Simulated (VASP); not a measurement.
Input of a VASP 6.6.1 run:

The input INCAR:

```
PREC     = Accurate       # precision mode
ENCUT    = 520            # plane-wave cutoff, eV
EDIFF    = 1E-6           # SCF threshold, eV
ISMEAR   = -1             # smearing method
SIGMA    = 0.1            # smearing width, eV
LREAL    = False          # projectors in reciprocal space
LASPH    = True           # aspherical terms in the spheres
NELM     = 60             # most SCF steps
ALGO     = Normal         # electronic algorithm
ISIF     = 2              # what is computed and relaxed
LWAVE    = False          # write WAVECAR
LCHARG   = True           # write CHGCAR
GGA      = PE             # functional
LELF     = True           # ELF
LVHAR    = True         
NBANDS   = 86             # bands
```

The input KPOINTS:

```
regular mesh
0
Gamma
  4 3 5
```

File POSCAR:

```
Ti12B
1.0
    5.9000000000      0.0000000000      0.0000000000
   -4.4250000000      7.6643250000      0.0000000000
    0.0000000000      0.0000000000      4.6846000000
Ti B
12 1
Direct
   -0.0272934052     -0.0068764046     -0.0205244845
    0.1237846328      0.2012884370      0.4698211160
    0.0035622562      0.3481245902     -0.0470616488
    0.2231463963      0.5373061555      0.4674335055
    0.1993935815      0.7269591256     -0.0117553260
    0.1716797562      0.9116428387      0.4904420868
    0.5244575498      0.0356902924     -0.0107330402
    0.6793173069      0.2375315504      0.4603342868
    0.4390427472      0.3050974482     -0.0296576015
    0.7606866585      0.5648095560      0.5728877599
    0.6022685643      0.6509811366      0.0508824660
    0.6220241065      0.8699200517      0.4993145626
   -0.1640035958      0.5040399513      1.1336938052
```

Potentials or basis: VASP PAW PBE potentials, release 64 (Ti_sv, B).

The run is started by

```console
$ cat potpaw_PBE.64/Ti_sv/POTCAR potpaw_PBE.64/B/POTCAR > POTCAR
$ mpirun -np 1 vasp_std > vasp.out
```

**Question.** Predict the largest force.

**Answer.** 0.388 eV/Å.

**Question.** Predict the band gap on the k mesh.

**Answer.** Zero (an odd number of electrons rules out a gap without spin polarisation).

**Question.** What does it give for the pressure?

**Answer.** 1.3 GPa.

Stress tensor (GPa, compression positive):
```
-0.85  0.19 -2.74
 0.19  4.99  1.74
-2.74  1.74 -0.22
```
